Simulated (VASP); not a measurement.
# CsH (Pm-3m) in VASP: further runs, part 2 of 2

VASP 6.6.1. The steps go on from the part before.

### Step 3. Single point, LDA

This run uses another cell than the first one, of 26.72 Å³/atom, 1.021 times its volume.

Contents of INCAR:

```
SYSTEM = CsH
PREC = Accurate
ENCUT = 520
EDIFF = 1E-6
ISMEAR = 0
SIGMA = 0.01
LREAL = .False.
LASPH = .True.
NELM = 80
ALGO = Normal
ISIF = 2
LWAVE = .False.
LCHARG = .True.
LELF = .True.
LVHAR = .True.
NBANDS = 12
```

Contents of KPOINTS:

```
regular mesh
0
Gamma
  5 5 5
  0 0 0
```

Contents of POSCAR:

```
CsH
1.0
    3.7668025522      0.0000000000      0.0000000000
    0.0000000000      3.7668025522      0.0000000000
    0.0000000000      0.0000000000      3.7668025522
Cs H
1 1
Direct
    0.0000000000      0.0000000000      0.0000000000
    0.5000000000      0.5000000000      0.5000000000
```

Potentials or basis: VASP PAW LDA potentials, release 64 (Cs_sv, H).

Command:

```console
$ cat potpaw_LDA.64/Cs_sv/POTCAR potpaw_LDA.64/H/POTCAR > POTCAR
$ mpirun -np 1 vasp_std > vasp.out
```

OUTCAR:

```text
SYSTEM = CsH
   PREC = Accurate
   ENCUT = 520
   EDIFF = 1E-6
   ISMEAR = 0
   LREAL = .False.
   LASPH = .True.
   NELM = 80
   ISIF = 2

 ion  position               nearest neighbor table
   1  0.000  0.000  0.000-
   2  0.500  0.500  0.500-

  LATTYP: Found a simple cubic cell.
 ALAT       =     3.7668025522

  Lattice vectors:

 A1 = (   3.7668025522,   0.0000000000,   0.0000000000)
 A2 = (   0.0000000000,   3.7668025522,   0.0000000000)
 A3 = (   0.0000000000,   0.0000000000,   3.7668025522)

Analysis of symmetry for initial positions (statically):
=====================================================================
 Subroutine PRICEL returns:
 Original cell was already a primitive cell.

 Routine SETGRP: Setting up the symmetry group for a
 simple cubic supercell.

 Subroutine GETGRP returns: Found 48 space group operations
 (whereof 48 operations were pure point group operations)
 out of a pool of 48 trial point group operations.

The static configuration has the point symmetry O_h .

Analysis of symmetry for dynamics (positions and initial velocities):
[... 154 lines left out ...]
      2      -7.0037      2.00000
      3      -7.0037      2.00000
      4      -7.0037      2.00000
      5      -1.3356      2.00000
      6       3.8840      0.00000
      7       3.8840      0.00000
      8       8.1203      0.00000
      9      10.3654      0.00000
     10      10.3654      0.00000
     11      10.3654      0.00000
     12      11.1983      0.00000
[... 121 lines left out ...]
 k-point    10 :       0.4000    0.4000    0.4000
  band No.  band energies     occupation
      1     -20.5505      2.00000
      2      -8.0575      2.00000
      3      -8.0255      2.00000
      4      -8.0255      2.00000
      5       0.3524      2.00000
      6       3.6377      0.00000
      7       3.6377      0.00000
      8       4.6130      0.00000
      9      10.2297      0.00000
     10      10.2297      0.00000
     11      10.7178      0.00000
     12      14.8445      0.00000

------------------------ aborting loop because EDIFF is reached ----------------------------------------

  FORCE on cell =-STRESS in cart. coord.  units (eV):
  Direction    XX          YY          ZZ          XY          YZ          ZX
  --------------------------------------------------------------------------------------
  -------------------------------------------------------------------------------------
  Total       -0.4867876     -0.4867876     -0.4867876      0.0000000      0.0000000      0.0000000
  in kB      -14.5925613    -14.5925613    -14.5925613      0.0000000      0.0000000      0.0000000
  external PRESSURE =     -14.5925613 kB  Pullay stress =       0.0000000 kB

 VOLUME and BASIS-vectors are now :
 -----------------------------------------------------------------------------
  energy-cutoff  :      520.00
  volume of cell :       53.45
      direct lattice vectors                 reciprocal lattice vectors
     3.766802552  0.000000000  0.000000000     0.265477148  0.000000000  0.000000000
     0.000000000  3.766802552  0.000000000     0.000000000  0.265477148  0.000000000
     0.000000000  0.000000000  3.766802552     0.000000000  0.000000000  0.265477148

 POSITION                                       TOTAL-FORCE (eV/Angst)
 -----------------------------------------------------------------------------------
      0.00000      0.00000      0.00000         0.000000      0.000000      0.000000
      1.88340      1.88340      1.88340         0.000000      0.000000      0.000000
 -----------------------------------------------------------------------------------
    total drift:                                0.000000      0.000000     -0.000000

  FREE ENERGIE OF THE ION-ELECTRON SYSTEM (eV)
  ---------------------------------------------------
  free  energy   TOTEN  =        -4.9288692173 eV

  energy  without entropy=       -4.9288692173  energy(sigma->0) =       -4.92886922
```

Run time: 7 s. Hardware: 1 thread of AMD EPYC 7R13, shared host; peak memory 0.11 GiB.

Results:

* Free energy: -4.9289 eV
* Pressure: -1.5 GPa
* Band gap on the k mesh: 3.17 eV, indirect (least direct gap 3.17 eV)

Levels at points of the mesh, in eV from the valence-band top:
```
           k point  band 3  band 4  band 5  band 6  band 7  band 8
(0.00, 0.00, 0.00)   -7.36   -7.36   -1.69    3.53    3.53    7.77
```

Caveat: spin-orbit coupling is left out, which moves the levels of the heavy elements. A k mesh can miss the band edges.

### Step 4. Single point, LDA

This run uses another cell than the first one, of 27.28 Å³/atom, 1.043 times its volume.

Contents of INCAR:

```
  PREC = Accurate
  ENCUT = 520
  EDIFF = 1E-7
  ISMEAR = 0
  SIGMA = 0.01
  LREAL = False
  LASPH = True
  NELM = 60
  ALGO = Normal
  ISIF = 2
  LWAVE = False
  LCHARG = True
  LELF = True
  LVHAR = True
  NBANDS = 12
```

Contents of KPOINTS:

```
Automatic mesh
0
Gamma
  5 5 5
```

Contents of POSCAR:

```
CsH
1.0
    3.7927813218      0.0000000000      0.0000000000
    0.0000000000      3.7927813218      0.0000000000
    0.0000000000      0.0000000000      3.7927813218
Cs H
1 1
Direct
    0.0000000000      0.0000000000      0.0000000000
    0.5000000000      0.5000000000      0.5000000000
```

Potentials or basis: VASP PAW LDA potentials, release 64 (Cs_sv, H).

Command:

```console
$ cat potpaw_LDA.64/Cs_sv/POTCAR potpaw_LDA.64/H/POTCAR > POTCAR
$ mpirun -np 1 vasp_std > vasp.out
```

OUTCAR:

```text
PREC = Accurate
   ENCUT = 520
   EDIFF = 1E-7
   ISMEAR = 0
   LREAL = False
   LASPH = True
   NELM = 60
   ISIF = 2

 ion  position               nearest neighbor table
   1  0.000  0.000  0.000-
   2  0.500  0.500  0.500-

  LATTYP: Found a simple cubic cell.
 ALAT       =     3.7927813218

  Lattice vectors:

 A1 = (   3.7927813218,   0.0000000000,   0.0000000000)
 A2 = (   0.0000000000,   3.7927813218,   0.0000000000)
 A3 = (   0.0000000000,   0.0000000000,   3.7927813218)

[... 315 lines left out ...]

------------------------ aborting loop because EDIFF is reached ----------------------------------------

  FORCE on cell =-STRESS in cart. coord.  units (eV):
  Direction    XX          YY          ZZ          XY          YZ          ZX
  --------------------------------------------------------------------------------------
  -------------------------------------------------------------------------------------
  Total       -0.5769084     -0.5769084     -0.5769084     -0.0000000     -0.0000000      0.0000000
  in kB      -16.9411941    -16.9411941    -16.9411941     -0.0000000     -0.0000000      0.0000000
  external PRESSURE =     -16.9411941 kB  Pullay stress =       0.0000000 kB

 VOLUME and BASIS-vectors are now :
 -----------------------------------------------------------------------------
  energy-cutoff  :      520.00
  volume of cell :       54.56
      direct lattice vectors                 reciprocal lattice vectors
     3.792781322  0.000000000  0.000000000     0.263658755  0.000000000  0.000000000
     0.000000000  3.792781322  0.000000000     0.000000000  0.263658755  0.000000000
     0.000000000  0.000000000  3.792781322     0.000000000  0.000000000  0.263658755

 POSITION                                       TOTAL-FORCE (eV/Angst)
 -----------------------------------------------------------------------------------
      0.00000      0.00000      0.00000         0.000000      0.000000      0.000000
      1.89639      1.89639      1.89639         0.000000      0.000000      0.000000
 -----------------------------------------------------------------------------------
    total drift:                                0.000000      0.000000      0.000000

  FREE ENERGIE OF THE ION-ELECTRON SYSTEM (eV)
  ---------------------------------------------------
  free  energy   TOTEN  =        -4.9181413116 eV

  energy  without entropy=       -4.9181413116  energy(sigma->0) =       -4.91814131
```

OSZICAR:

```text
N       E                     dE             d eps       ncg     rms          rms(c)
DAV:   1     0.402310254887E+02    0.40231E+02   -0.42354E+03   240   0.694E+02
DAV:   2    -0.285608619146E+01   -0.43087E+02   -0.41609E+02   304   0.117E+02
DAV:   3    -0.559925385196E+01   -0.27432E+01   -0.27369E+01   284   0.309E+01
DAV:   4    -0.561669979657E+01   -0.17446E-01   -0.17445E-01   280   0.288E+00
DAV:   5    -0.561676313201E+01   -0.63335E-04   -0.63335E-04   292   0.182E-01    0.326E+00
DAV:   6    -0.504188636976E+01    0.57488E+00   -0.59812E-01   272   0.269E+00    0.130E+00
DAV:   7    -0.491545894625E+01    0.12643E+00   -0.49285E-01   276   0.232E+00    0.489E-01
DAV:   8    -0.492106305731E+01   -0.56041E-02   -0.42159E-02   256   0.822E-01    0.201E-01
DAV:   9    -0.491810833052E+01    0.29547E-02   -0.60967E-03   268   0.276E-01    0.328E-02
DAV:  10    -0.491814358109E+01   -0.35251E-04   -0.71736E-04   276   0.105E-01    0.199E-02
DAV:  11    -0.491814238804E+01    0.11931E-05   -0.26872E-05   264   0.172E-02    0.613E-03
DAV:  12    -0.491814129493E+01    0.10931E-05   -0.41154E-06   276   0.749E-03    0.288E-03
DAV:  13    -0.491814131159E+01   -0.16659E-07   -0.25853E-07   252   0.256E-03
   1 F= -.49181413E+01 E0= -.49181413E+01  d E =-.193746E-50
```

stdout:

```text
POSCAR found type information on POSCAR CsH
 POSCAR found :  2 types and       2 ions
 scaLAPACK will be used
 LDA part: xc-table for (Slater(with rela. corr.)+CA(PZ))
 , standard interpolation
 POSCAR, INCAR and KPOINTS ok, starting setup
 FFT: planning ... GRIDC
 FFT: planning ... GRID_SOFT
 FFT: planning ... GRID
 WAVECAR not read
 entering main loop
```

Wall time 10 s (1 thread of AMD EPYC 7R13, shared host); peak memory 0.11 GiB.

Results:

| Property | Result |
| --- | --- |
| Free energy | -4.9181 eV |
| Pressure | -1.7 GPa |
| Band gap on the k mesh | 3.10 eV, indirect (least direct gap 3.15 eV) |

Caveat: spin-orbit coupling is left out, which moves the levels of the heavy elements.

### Step 5. Overview

```csv
cell,gap on the mesh (eV),pressure (GPa)
"a = 3.740 Å, 2 atoms",3.20,-1.2
"a = 3.767 Å, 2 atoms",3.17,-1.5
"a = 3.793 Å, 2 atoms",3.10,-1.7
```

Alike in all rows: task single point; level LDA; potentials or basis VASP PAW LDA potentials, release 64 (Cs_sv, H); no spin polarisation; k mesh 5 × 5 × 5; cutoff (eV) 520; smearing gaussian 0.01 eV.

Caveats: spin-orbit coupling is left out, which moves the levels of the heavy elements.

Absolute energies hang on the potentials; compare differences alone.
